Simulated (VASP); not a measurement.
A run of VASP 6.6.1 is set up as follows.

File INCAR:

```
PREC     = Accurate       # precision mode
ENCUT    = 520            # plane-wave cutoff, eV
EDIFF    = 1E-7           # SCF threshold, eV
ISMEAR   = -1             # smearing method
SIGMA    = 0.08           # smearing width, eV
LREAL    = False          # projectors in reciprocal space
LASPH    = True           # aspherical terms in the spheres
NELM     = 60             # most SCF steps
ALGO     = Normal         # electronic algorithm
ISIF     = 2              # what is computed and relaxed
LWAVE    = False          # write WAVECAR
LCHARG   = False          # write CHGCAR
GGA      = PS             # functional
NBANDS   = 18             # bands
```

File KPOINTS:

```
Automatic mesh
0
Gamma
  3 5 5
```

POSCAR

```
Sb
1.0
    4.3084000000      2.4874558998      7.5160000000
   -2.1542000000      1.2437279499      3.7580000000
    0.0000000000     -2.4874558998      3.7580000000
Sb
4
Direct
    0.1162731052      0.2310746665      0.2285331944
    0.6115594562      0.2360360045      0.2326468394
    0.3966719942      0.7515507472      0.7603418265
    0.8754954512      0.7813385953      0.7784781128
```

Potentials or basis: VASP PAW PBE potentials, release 64 (Sb).

Command:

```bash
$ cat potpaw_PBE.64/Sb/POTCAR > POTCAR
$ mpirun -np 1 vasp_std > vasp.out
```

Q: Predict the largest force.

A: 0.920 eV/Å.

Q: Predict the band gap on the k mesh.

A: Zero (band 10 reaches 7.10 eV, above the bottom of band 11 at 6.91 eV).

Q: Estimate the pressure.

A: 1.3 GPa.

Forces on the atoms (eV/Å):
```
Sb  -0.012  0.015  0.199
Sb   0.139 -0.068  0.793
Sb  -0.687 -0.224 -0.570
Sb   0.560  0.277 -0.423
```

Caveat: the PAW data sets were made with another functional, which shifts forces and pressure a little; spin-orbit coupling is left out, which moves the levels of the heavy elements.
